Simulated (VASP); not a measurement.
# Al4BSbP2 (P-42m) in VASP: further runs

Al4BSbP2 is run at these levels: PBE; tasks: single point, relaxation of cell and atoms.

All numbers are computed with VASP 6.6.1; they aren't measurements. Logs are shortened: lines on timing, memory, paths and dates and some standing lists are left out, and cuts for length are marked.

### Step 1. The cell of the first run

The structure is tetragonal, space group P-42m (No. 111). Conventional cell: a = 5.405 Å, b = 5.405 Å, c = 5.767 Å, α = 90.00°, β = 90.00°, γ = 90.00°. Al (site symmetry m) has 1 B at 2.17 Å and 2 P at 2.40 Å and 1 Sb at 2.66 Å within 2.9 Å. Within 2.9 Å of B (site symmetry -42m) lie 4 Al at 2.17 Å. Within 3.5 Å of Sb (site symmetry -42m) lie 4 Al at 2.66 Å. P (site symmetry 222) has 4 Al at 2.40 Å within 3.2 Å.

### Step 2. Single point, PBE

File INCAR:

```
SYSTEM = Al4BSbP2
PREC = Accurate
ENCUT = 520
EDIFF = 1E-6
ISMEAR = 0
SIGMA = 0.2
LREAL = .False.
LASPH = .True.
NELM = 60
ALGO = Normal
ISIF = 2
LWAVE = .False.
LCHARG = .True.
GGA = PE
LELF = .True.
LVHAR = .True.
NBANDS = 25
```

File KPOINTS:

```
regular mesh
0
Gamma
  3 3 3
  0 0 0
```

File POSCAR:

```
Al4BSbP2
1.0
    5.4054754989      0.0000000000      0.0000000000
    0.0000000000      5.4054754989      0.0000000000
    0.0000000000      0.0000000000      5.7674719696
Al B Sb P
4 1 1 2
Direct
    0.2091269172      0.7908730828      0.7457103317
    0.7908730828      0.2091269172      0.7457103317
    0.7908730828      0.7908730828      0.2542896683
    0.2091269172      0.2091269172      0.2542896683
    0.0000000000      0.0000000000      0.0000000000
    0.5000000000      0.5000000000      0.0000000000
    0.0000000000      0.5000000000      0.5000000000
    0.5000000000      0.0000000000      0.5000000000
```

Potentials or basis: VASP PAW PBE potentials, release 64 (Al, B, Sb, P).

Command:

```console
> cat potpaw_PBE.64/Al/POTCAR potpaw_PBE.64/B/POTCAR potpaw_PBE.64/Sb/POTCAR potpaw_PBE.64/P/POTCAR > POTCAR
> mpirun -np 1 vasp_std > vasp.out
```

OUTCAR:

```text
SYSTEM = Al4BSbP2
   PREC = Accurate
   ENCUT = 520
   EDIFF = 1E-6
   ISMEAR = 0
   LREAL = .False.
   LASPH = .True.
   NELM = 60
   ISIF = 2
   GGA = PE

 ion  position               nearest neighbor table
   1  0.209  0.791  0.746-   5 2.17   7 2.40   8 2.40   6 2.66   2 3.20
   2  0.791  0.209  0.746-   5 2.17   7 2.40   8 2.40   6 2.66   1 3.20
   3  0.791  0.791  0.254-   5 2.17   7 2.40   8 2.40   6 2.66   4 3.20
   4  0.209  0.209  0.254-   5 2.17   7 2.40   8 2.40   6 2.66   3 3.20
   5  0.000  0.000  0.000-   1 2.17   2 2.17   3 2.17   4 2.17
   6  0.500  0.500  0.000-   1 2.66   2 2.66   3 2.66   4 2.66
   7  0.000  0.500  0.500-   1 2.40   2 2.40   3 2.40   4 2.40
   8  0.500  0.000  0.500-   1 2.40   2 2.40   3 2.40   4 2.40

  LATTYP: Found a simple tetragonal cell.
 ALAT       =     5.4054754989
 C/A-ratio  =     1.0669684787

  Lattice vectors:

 A1 = (   5.4054754989,   0.0000000000,   0.0000000000)
 A2 = (   0.0000000000,   5.4054754989,   0.0000000000)
 A3 = (   0.0000000000,   0.0000000000,   5.7674719696)

Analysis of symmetry for initial positions (statically):
=====================================================================
 Subroutine PRICEL returns:
 Original cell was already a primitive cell.

 Routine SETGRP: Setting up the symmetry group for a
 simple tetragonal supercell.

 Subroutine GETGRP returns: Found  8 space group operations
 (whereof  8 operations were pure point group operations)
 out of a pool of 16 trial point group operations.

The static configuration has the point symmetry D_2d.

Analysis of symmetry for dynamics (positions and initial velocities):
=====================================================================
 Subroutine PRICEL returns:
 Original cell was already a primitive cell.

 Routine SETGRP: Setting up the symmetry group for a
 simple tetragonal supercell.

 Subroutine GETGRP returns: Found  8 space group operations
 (whereof  8 operations were pure point group operations)
 out of a pool of 16 trial point group operations.

The dynamic configuration has the point symmetry D_2d.

 Subroutine INISYM returns: Found  8 space group operations
 (whereof  8 operations are pure point group operations),
 and found     1 'primitive' translations

----------------------------------------------------------------------------------------

                                     Primitive cell

  volume of cell :     168.5207

  direct lattice vectors                    reciprocal lattice vectors
     5.405475499  0.000000000  0.000000000     0.184997601  0.000000000  0.000000000
     0.000000000  5.405475499  0.000000000     0.000000000  0.184997601  0.000000000
     0.000000000  0.000000000  5.767471970     0.000000000  0.000000000  0.173386192

  length of vectors
     5.405475499  5.405475499  5.767471970     0.184997601  0.184997601  0.173386192

  position of ions in fractional coordinates (direct lattice)
     0.209126917  0.790873083  0.745710332
     0.790873083  0.209126917  0.745710332
     0.790873083  0.790873083  0.254289668
     0.209126917  0.209126917  0.254289668
     0.000000000  0.000000000  0.000000000
     0.500000000  0.500000000  0.000000000
     0.000000000  0.500000000  0.500000000
     0.500000000  0.000000000  0.500000000

  ion indices of the primitive-cell ions
   primitive index   ion index
                 1           1
                 2           2
                 3           3
                 4           4
                 5           5
                 6           6
                 7           7
                 8           8

----------------------------------------------------------------------------------------

 KPOINTS: regular mesh

Automatic generation of k-mesh.
 Grid dimensions read from file:
 generate k-points for:    3    3    3

 Generating k-lattice:

  Cartesian coordinates                     Fractional coordinates (reciprocal lattice)
     0.061665867  0.000000000  0.000000000     0.333333333  0.000000000  0.000000000
     0.000000000  0.061665867  0.000000000     0.000000000  0.333333333  0.000000000
     0.000000000  0.000000000  0.057795397     0.000000000  0.000000000  0.333333333

  Length of vectors
     0.061665867  0.061665867  0.057795397

  Shift w.r.t. Gamma in fractional coordinates (k-lattice)
     0.000000000  0.000000000  0.000000000

 Subroutine IBZKPT returns following result:
 ===========================================

 Found      6 irreducible k-points:

 Following reciprocal coordinates:
            Coordinates               Weight
  0.000000  0.000000  0.000000      1.000000
  0.333333  0.000000  0.000000      4.000000
  0.333333  0.333333  0.000000      4.000000
  0.000000  0.000000  0.333333      2.000000
  0.333333  0.000000  0.333333      8.000000
  0.333333  0.333333  0.333333      8.000000
   k-points           NKPTS =      6   k-points in BZ     NKDIM =      6   number of bands    NBANDS=     25
   number of dos      NEDOS =    301   number of ions     NIONS =      8
   total plane-waves  NPLWV =  76800
   dimension x,y,z NGX =    40 NGY =   40 NGZ =   48
   dimension x,y,z NGXF=    80 NGYF=   80 NGZF=   96
   ions per type =               4   1   1   2
   NGX,Y,Z   is equivalent  to a cutoff of  12.30, 12.30, 13.84 a.u.
   NGXF,Y,Z  is equivalent  to a cutoff of  24.60, 24.60, 27.67 a.u.
 SYSTEM =  Al4BSbP2
   PREC   = accura    normal or accurate (medium, high low for compatibility)
   ISTART =      0    job   : 0-new  1-cont  2-samecut
   ICHARG =      2    charge: 1-file 2-atom 10-const
   ISPIN  =      1    spin polarized calculation?
   LNONCOLLINEAR =      F non collinear calculations
   LSORBIT =      F    spin-orbit coupling
   LASPH  =      T    aspherical Exc in radial PAW
   ENCUT  =  520.0 eV  38.22 Ry    6.18 a.u.  10.05 10.05 10.72*2*pi/ulx,y,z
   NELM   =     60;   NELMIN=  2; NELMDL= -5     # of ELM steps
   EDIFF  = 0.1E-05   stopping-criterion for ELM
   LREAL  =      F    real-space projection
   EDIFFG = 0.1E-04   stopping-criterion for IOM
   NSW    =      0    number of steps for IOM
   IBRION =     -1    ionic relax: 0-MD 1-quasi-New 2-CG
   NFREE  =      0    steps in history (QN), initial steepest desc. (CG)
   ISIF   =      2    stress and relaxation
   ISYM   =      2    0-nonsym 1-usesym 2-fastsym
   POTIM  = 0.5000    time-step for ionic-motion
   TEBEG  =    0.0;   TEEND  =   0.0 temperature during run
   PSTRESS=    0.0 pullay stress
   NELECT =      30.0000    total number of electrons
   NUPDOWN=      -1.0000    fix difference up-down
   EMIN   =  10.00;   EMAX   =-10.00  energy-range for DOS
   EFERMI =   0.00;   METHOD = LEGACY
   ISMEAR =     0;   SIGMA  =   0.20  broadening in eV -4-tet -1-fermi 0-gaus
   EFERMI_NEDOS =   21; number of points for ismear=-14 and -15
   IALGO  =     38    algorithm
   IMIX   =      4    mixing-type and parameters
     AMIX     =   0.40;   BMIX     =  1.00
     AMIX_MAG =   1.60;   BMIX_MAG =  1.00
  volume/ion in A,a.u.               =      21.07       142.15
  Fermi-wavevector in a.u.,A,eV,Ry     =   0.920939  1.740322 11.539488  0.848128
  Thomas-Fermi vector in A             =   2.046300
   LORBIT       =      0    0 simple, 1 ext, 2 COOP (PROOUT), +10 PAW based schemes
   GGA     = PE    functional components
   LHFCALC =     F    Hartree Fock is set to
   AEXX    =    0.0000 exact exchange contribution
   IVDW    =     0    specifies the selected vdW correction
   LEPSILON=     F    determine dielectric tensor
   LRPA    =     F    only Hartree local field effects (RPA)
 non-spin polarized calculation
 Gauss-broadening in eV      SIGMA  =   0.20
  energy-cutoff  :      520.00
  volume of cell :      168.52
 maximum number of plane-waves:      4553
   NGX = 21   NGY = 21   NGZ = 21

 number of electron      29.9999996 magnetization

 Free energy of the ion-electron system (eV)
  ---------------------------------------------------
  ext. energy  EPLUGINS =         0.00000000
  ---------------------------------------------------
  free energy    TOTEN  =       -37.09788964 eV

  energy without entropy =      -37.04848622  energy(sigma->0) =      -37.07318793

 E-fermi :   4.6717     XC(G=0):  -9.1792

 val. band max:        4.5651261756   @ k =   0.3333   0.0000   0.0000
 cond. band min:       4.8201589510   @ k =   0.3333   0.0000   0.3333
 fundamental gap:      0.2550327754
 Fermi energy:         4.6717100829

 k-point     1 :       0.0000    0.0000    0.0000
  band No.  band energies     occupation
      1      -6.6534      2.00000
      2      -4.7344      2.00000
      3      -4.0614      2.00000
      4      -1.8721      2.00000
      5      -0.8819      2.00000
      6      -0.4779      2.00000
[... 17 lines left out ...]
     24       9.4045      0.00000
     25       9.4046      0.00000

 k-point     2 :       0.3333    0.0000    0.0000
  band No.  band energies     occupation
      1      -6.2591      2.00000
      2      -5.2928      2.00000
      3      -4.0447      2.00000
      4      -2.3747      2.00000
      5      -0.5346      2.00000
      6      -0.2595      2.00000
[... 17 lines left out ...]
     24       9.7239      0.00000
     25      10.3588      0.00000

 k-point     3 :       0.3333    0.3333    0.0000
  band No.  band energies     occupation
      1      -5.9298      2.00000
      2      -5.3557      2.00000
      3      -4.2823      2.00000
      4      -2.8260      2.00000
      5      -0.2925      2.00000
      6       0.2913      2.00000
[... 17 lines left out ...]
     24       9.9995      0.00000
     25      10.1863      0.00000

 k-point     4 :       0.0000    0.0000    0.3333
  band No.  band energies     occupation
      1      -6.4026      2.00000
      2      -4.7381      2.00000
      3      -4.7142      2.00000
      4      -2.0175      2.00000
      5      -0.2646      2.00000
      6      -0.2646      2.00000
[... 17 lines left out ...]
     24       9.5917      0.00000
     25      10.6447      0.00000

 k-point     5 :       0.3333    0.0000    0.3333
  band No.  band energies     occupation
      1      -6.0445      2.00000
      2      -5.2039      2.00000
      3      -4.5129      2.00000
      4      -2.6391      2.00000
      5      -0.2336      2.00000
      6       0.1761      2.00000
[... 17 lines left out ...]
     24       9.9928      0.00000
     25      10.3655      0.00000

 k-point     6 :       0.3333    0.3333    0.3333
  band No.  band energies     occupation
      1      -5.7696      2.00000
      2      -5.3050      2.00000
      3      -4.4344      2.00000
      4      -2.7246      2.00000
      5      -1.0072      2.00000
      6      -0.2580      2.00000
[... 17 lines left out ...]
     24       9.8263      0.00000
     25       9.9538      0.00000

------------------------ aborting loop because EDIFF is reached ----------------------------------------

  FORCE on cell =-STRESS in cart. coord.  units (eV):
  Direction    XX          YY          ZZ          XY          YZ          ZX
  --------------------------------------------------------------------------------------
  -------------------------------------------------------------------------------------
  Total       -0.2060490     -0.2060490     -0.2763204      0.0000000     -0.0000000      0.0000000
  in kB       -1.9589699     -1.9589699     -2.6270613      0.0000000     -0.0000000      0.0000000
  external PRESSURE =      -2.1816670 kB  Pullay stress =       0.0000000 kB

 VOLUME and BASIS-vectors are now :
 -----------------------------------------------------------------------------
  energy-cutoff  :      520.00
  volume of cell :      168.52
      direct lattice vectors                 reciprocal lattice vectors
     5.405475499  0.000000000  0.000000000     0.184997601  0.000000000  0.000000000
     0.000000000  5.405475499  0.000000000     0.000000000  0.184997601  0.000000000
     0.000000000  0.000000000  5.767471970     0.000000000  0.000000000  0.173386192

 POSITION                                       TOTAL-FORCE (eV/Angst)
 -----------------------------------------------------------------------------------
      1.13043      4.27505      4.30086         0.010564     -0.010564     -0.017774
      4.27505      1.13043      4.30086        -0.010564      0.010564     -0.017774
      4.27505      4.27505      1.46661        -0.010564     -0.010564      0.017774
      1.13043      1.13043      1.46661         0.010564      0.010564      0.017774
      0.00000      0.00000      0.00000        -0.000000     -0.000000      0.000000
      2.70274      2.70274      0.00000        -0.000000     -0.000000      0.000000
      0.00000      2.70274      2.88374        -0.000000     -0.000000      0.000000
      2.70274      0.00000      2.88374        -0.000000     -0.000000     -0.000000
 -----------------------------------------------------------------------------------
    total drift:                                0.000000      0.000000     -0.000000

  FREE ENERGIE OF THE ION-ELECTRON SYSTEM (eV)
  ---------------------------------------------------
  free  energy   TOTEN  =       -37.0978896413 eV

  energy  without entropy=      -37.0484862186  energy(sigma->0) =      -37.07318793
```

Wall time 44 s (1 thread of Intel Xeon 8259CL, shared host); peak memory 0.27 GiB.

What came out:

```yaml
Free_energy: -37.0979 eV
Pressure: -0.2 GPa
Largest_force: 0.023 eV/Å
Band_gap_on_the_k_mesh: zero (bands 15 and 16 overlap by 0.40 eV)
```

Forces in eV/Å, atoms in the order of the input:
```
Al   0.011 -0.011 -0.018
Al  -0.011  0.011 -0.018
Al  -0.011 -0.011  0.018
Al   0.011  0.011  0.018
B    0.000  0.000  0.000
Sb   0.000  0.000  0.000
P    0.000  0.000  0.000
P    0.000  0.000  0.000
```

Levels at points of the mesh, in eV from the Fermi level:
```
           k point  band 11  band 12  band 13  band 14  band 15  band 16  band 17  band 18  band 19  band 20
(0.00, 0.00, 0.00)    -1.65    -1.40    -1.40     0.19     0.29     0.88     0.88     1.67     2.18     2.18
```

Caveat: the k points lie up to 0.39 Å⁻¹ apart; semilocal functionals underestimate gaps, so a narrow gap can read as zero; spin-orbit coupling is left out, which moves the levels of the heavy elements.

### Step 3. Relaxation of cell and atoms, PBE

This run uses another cell than the first one, of 18.61 Å³/atom.

File INCAR:

```
SYSTEM = Al4BSbP2
  PREC = Accurate
  ENCUT = 600
  EDIFF = 1E-6
  ISMEAR = 0
  SIGMA = 0.2
  LREAL = .FALSE.
  LASPH = .TRUE.
  NELM = 100
  ALGO = Normal
  ISIF = 3
  LWAVE = .FALSE.
  LCHARG = .FALSE.
  GGA = PE
  IBRION = 2
  NSW = 36
  EDIFFG = -0.08
```

File KPOINTS:

```
Automatic mesh
0
G
  3 3 3
  0 0 0
```

File POSCAR:

```
Al4BSbP2
1.0
    5.3000000000      0.0000000000      0.0000000000
    0.0000000000      5.3000000000      0.0000000000
    0.0000000000      0.0000000000      5.3000000000
Al B Sb P
4 1 1 2
Direct
    0.2250000000      0.7750000000      0.7650000000
    0.7750000000      0.2250000000      0.7650000000
    0.7750000000      0.7750000000      0.2350000000
    0.2250000000      0.2250000000      0.2350000000
    0.0000000000      0.0000000000      0.0000000000
    0.5000000000      0.5000000000      0.0000000000
    0.0000000000      0.5000000000      0.5000000000
    0.5000000000      0.0000000000      0.5000000000
```

Potentials or basis: VASP PAW PBE potentials, release 64 (Al, B, Sb, P).

Command:

```console
> cat potpaw_PBE.64/Al/POTCAR potpaw_PBE.64/B/POTCAR potpaw_PBE.64/Sb/POTCAR potpaw_PBE.64/P/POTCAR > POTCAR
> mpirun -np 1 vasp_std > vasp.out
```

It took 4.9 min on 1 thread of Intel Xeon 8259CL, shared host; peak memory 0.28 GiB.

Results (log left out):

| Item | Value |
| --- | --- |
| Free energy | -37.0971 eV |
| Relaxed volume | 20.97 Å³/atom |
| Relaxed cell | a = 5.400 Å, b = 5.400 Å, c = 5.755 Å, α = 90.00°, β = 90.00°, γ = 90.00° |
| Space group after relaxing (to 0.1 Å) | P-42m (No. 111) |
| Energy gained by relaxing | 183.8 meV/atom |
| Ionic steps | 12 |
| Pressure after relaxing | 0.1 GPa |
| Largest force after relaxing | 0.052 eV/Å |
| Band gap on the k mesh | zero (bands 15 and 16 overlap by 0.40 eV) |

Forces in eV/Å, atoms in the order of the input:
```
Al   0.036 -0.036  0.015
Al  -0.036  0.036  0.015
Al  -0.036 -0.036 -0.015
Al   0.036  0.036 -0.015
B    0.000  0.000  0.000
Sb   0.000  0.000  0.000
P    0.000  0.000  0.000
P    0.000  0.000  0.000
```

Step by step:
| step | energy change (eV) | largest force (eV/Å) | pressure (GPa) | volume (Å³) |
| --- | --- | --- | --- | --- |
| 1 | 0.0000 | 2.4474 | 13.56 | 148.88 |
| 2 | -1.0615 | 0.2973 | -5.63 | 185.45 |
| 3 | -1.2749 | 0.7566 | -1.57 | 173.23 |
| 4 | -1.2747 | 0.7804 | -1.37 | 172.72 |
| 5 | -1.3951 | 0.3972 | -0.42 | 169.72 |
| 6 | -1.4365 | 0.0279 | 0.65 | 166.81 |
| 7 | -1.4367 | 0.0129 | 0.71 | 166.64 |
| 8 | -1.4544 | 0.0812 | -0.20 | 168.53 |
| 9 | -1.4561 | 0.1192 | -0.58 | 169.35 |
| 10 | -1.4674 | 0.1114 | -0.18 | 168.30 |
| 11 | -1.4684 | 0.1071 | -0.03 | 167.90 |
| 12 | -1.4706 | 0.0524 | 0.07 | 167.79 |

Final structure:
```
Al B Sb P
1.0
     5.39968    0.00000    0.00000
     0.00000    5.39968    0.00000
     0.00000    0.00000    5.75485
Al B Sb P
4 1 1 2
Direct
  0.20842 0.79158 0.74521
  0.79158 0.20842 0.74521
  0.79158 0.79158 0.25479
  0.20842 0.20842 0.25479
  0.00000 0.00000 0.00000
  0.50000 0.50000 0.00000
  0.00000 0.50000 0.50000
  0.50000 0.00000 0.50000
```

Levels at points of the mesh, in eV from the Fermi level:
| k point | band 12 | band 13 | band 14 | band 15 | band 16 | band 17 | band 18 | band 19 |
| --- | --- | --- | --- | --- | --- | --- | --- | --- |
| (0.00, 0.00, 0.00) | -1.42 | -1.42 | 0.13 | 0.29 | 0.88 | 0.88 | 1.68 | 2.17 |

Caveat: the k points lie up to 0.39 Å⁻¹ apart in the final cell; semilocal functionals underestimate gaps, so a narrow gap can read as zero; spin-orbit coupling is left out, which moves the levels of the heavy elements; the relaxation stopped at a loose force limit of 0.08 eV/Å, so its end isn't a converged minimum.

(Part 1 of 2 ends here.)
